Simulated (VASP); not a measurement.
Write the native input for VASP 6.6.1 that does the following.

* Task: single point
* Functional: PBE
* Potentials or basis: VASP PAW PBE potentials, release 64 (Li_sv, Au)
* Cutoff: 520 eV
* k mesh: 4 × 4 × 4
* Occupations: gaussian, width 0.1 eV
* Spin: no spin polarisation
* Dipole correction: no
* Further INCAR settings: ALGO = Normal; EDIFF = 1e-06; NBANDS = 42

The structure of Li3Au5 lies in POSCAR:

```
Li3Au5
1.0
   -3.1980771588      3.1980771588      3.1980771588
    3.1980771588     -3.1980771588      3.1980771588
    3.1980771588      3.1980771588     -3.1980771588
Li Au
3 5
Direct
    0.0000000000      0.5000000000      0.5000000000
    0.5000000000      0.0000000000      0.5000000000
    0.5000000000      0.5000000000      0.0000000000
    0.5000000000      0.5000000000      0.5000000000
    0.0000000000      0.0000000000      0.5000000000
    0.0000000000      0.5000000000      0.0000000000
    0.5000000000      0.0000000000      0.0000000000
    0.0000000000      0.0000000000      0.0000000000
```

The cell was generated, and may not be a known phase.

One way to write it, as run:

INCAR

```
PREC = Accurate ; ENCUT = 520
EDIFF = 1E-6 ; ISMEAR = 0
SIGMA = 0.1 ; LREAL = False
LASPH = True ; NELM = 80
ALGO = Normal ; ISIF = 2
LWAVE = False ; LCHARG = True
GGA = PE ; LELF = True
LVHAR = True ; NBANDS = 42
```

KPOINTS

```
regular mesh
0
Gamma
  4 4 4
```

Potentials or basis: VASP PAW PBE potentials, release 64 (Li_sv, Au).

Command:

```sh
$ cat potpaw_PBE.64/Li_sv/POTCAR potpaw_PBE.64/Au/POTCAR > POTCAR
$ mpirun -np 1 vasp_std > vasp.out
```

Results of the run:

```
Band gap on the k mesh : zero (bands 32 and 33 overlap by 1.01 eV)
```

Caveat: spin-orbit coupling is left out, which moves the levels of the heavy elements.

Wall time 31 s on 1 thread of Intel(R) Xeon(R) 6975P-C (Granite Rapids), with other jobs on the host, peak memory 0.26 GiB.
